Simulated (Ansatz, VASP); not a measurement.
## Two plane-wave programs on Zr4Ag

```
Zr Ag
1.0
     4.51410    0.00000    0.00000
    -2.25705    3.90933    0.00000
     0.00000    0.00000    8.38466
Zr Ag
4 1
Direct
  0.00000 0.00000 0.18036
  0.00000 0.00000 0.81964
  0.33333 0.66667 0.00000
  0.33333 0.66667 0.50000
  0.00000 0.00000 0.50000
```

Alike in both runs: functional PBE; k mesh 5 × 5 × 3; occupations gaussian, width 0.2 eV; no spin polarisation.

Ansatz relaxed the structure, and its values are those at the end. VASP's run is a single point on that final structure, the one shown.

```csv
,VASP,Ansatz
version,VASP 6.6.1,Ansatz 0.2.0
potentials or method,"VASP PAW PBE potentials, release 64 (Zr_sv, Ag), cutoff 520 eV","scalar-relativistic, plane waves, PAW"
valence electrons in the cell,59,67
```

Ansatz gave:

```
gap on the k mesh at the Fermi level (eV) : none
pressure (GPa)                            : -0.4
rms of the force components (eV/Å)        : 0.008
```

Estimate VASP's values.

gap on the k mesh at the Fermi level (eV): none; pressure (GPa): -0.4; rms of the force components (eV/Å): 0.007.

A gap of «none» marks a metal or a gap that the smearing closes. VASP's potentials hold 59 valence electrons a cell and Ansatz's 67, so a difference there can come from the potentials and not from the codes.
